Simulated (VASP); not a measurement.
A run of VASP 6.6.1 is set up as follows.

The input INCAR:

```
SYSTEM = CoSn
PREC = Accurate
ENCUT = 520
EDIFF = 1E-7
ISMEAR = 0
SIGMA = 0.05
LREAL = .False.
LASPH = .True.
NELM = 60
ALGO = Fast
ISIF = 2
LWAVE = .False.
LCHARG = .False.
GGA = PE
NBANDS = 44
```

KPOINTS

```
regular mesh
0
Gamma
  10 10 10
  0 0 0
```

File POSCAR:

```
CoSn
1.0
    5.2601561744      0.0000000000      0.0000000000
   -2.6300780872      4.5554288749      0.0000000000
    0.0000000000      0.0000000000      4.2028021347
Co Sn
3 3
Direct
    0.0000000000      0.5000000000      0.0000000000
    0.5000000000      0.5000000000      0.0000000000
    0.5000000000      0.0000000000      0.0000000000
    0.6666666667      0.3333333333      0.5000000000
    0.3333333333      0.6666666667      0.5000000000
    0.0000000000      0.0000000000      0.0000000000
```

Potentials or basis: VASP PAW PBE potentials, release 64 (Co, Sn_d).

Command:

```console
$ cat potpaw_PBE.64/Co/POTCAR potpaw_PBE.64/Sn_d/POTCAR > POTCAR
$ mpirun -np 1 vasp_std > vasp.out
```

(1) Estimate the pressure.

(2) What does it give for the band gap on the k mesh?

## Answers

(1) 2.7 GPa.

(2) zero (an odd number of electrons rules out a gap without spin polarisation).

Caveat: spin-orbit coupling is left out, which moves the levels of the heavy elements; the run has no spin polarisation, though such a crystal can be magnetic.
